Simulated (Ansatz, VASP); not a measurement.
## Two plane-wave programs on Re

Contents of INCAR:

```
PREC = Accurate
ENCUT = 600
EDIFF = 1E-6
ISMEAR = -1
SIGMA = 0.03
LREAL = False
LASPH = True
NELM = 120
ALGO = Normal
ISIF = 2
LWAVE = False
LCHARG = True
LELF = True
LVHAR = True
NBANDS = 14
GGA_COMPAT = False
```

Contents of KPOINTS:

```
regular mesh
0
Gamma
  13 13 7
```

Contents of POSCAR:

```
Re
1.0
    2.7391880258      0.0000000000      0.0000000000
   -1.3695940129      2.3722064161      0.0000000000
    0.0000000000      0.0000000000      4.4118668232
Re
2
Direct
    0.3333333333      0.6666666667      0.2500000000
    0.6666666667      0.3333333333      0.7500000000
```

Input for Ansatz:

```yaml
crystal:
  lattice:
    - [2.7391880258, 0.0, 0.0]
    - [-1.3695940129, 2.3722064161, 0.0]
    - [0.0, 0.0, 4.4118668232]
  atoms:
    - { symbol: Re, position: [0.3333333333, 0.6666666667, 0.25] }
    - { symbol: Re, position: [0.6666666667, 0.3333333333, 0.75] }
hamiltonian:
  xc: lda
  pseudopotentials:
    kind: paw
    azcp:
      Re: "pseudopotentials/Re.paw.azcp"
basis:
  ecutwfc: 420
  fft_grid_basis: typed
kpoints:
  mp_grid: { grid: [13, 13, 7], shift: [0, 0, 0] }
magnetization:
  spin_polarized: false
scf:
  occupations: { method: fermi_dirac, width: 0.03 }
  lower_state_search: "off"
output:
  stress: true
```

Alike in both runs: task single point; functional LDA; k mesh 13 × 13 × 7; occupations fermi-dirac, width 0.03 eV; no spin polarisation.

```csv
,VASP,Ansatz
version,VASP 6.6.1,Ansatz 0.2.0
potentials or method,"VASP PAW LDA potentials, release 64 (Re), cutoff 600 eV","plane waves (420 eV) with PAW, scalar-relativistic"
valence electrons in the cell,14,30
```

VASP gave:

```
pressure (GPa)                                                : 1.4
traceless stress, the component that is largest in VASP (GPa) : -0.19
```

**Question.** Which values does Ansatz return?

**Answer.** Pressure (GPa): -0.3; traceless stress, the component that is largest in VASP (GPa): -0.12.

Ansatz warns that its potentials were made for another functional, while VASP's fit it. LDA's correlation is that of Perdew and Zunger in VASP and of Perdew and Wang (1992) in Ansatz. VASP's potentials hold 14 valence electrons a cell and Ansatz's 30, so a difference there can come from the potentials and not from the codes.

Spin-orbit coupling is off throughout.
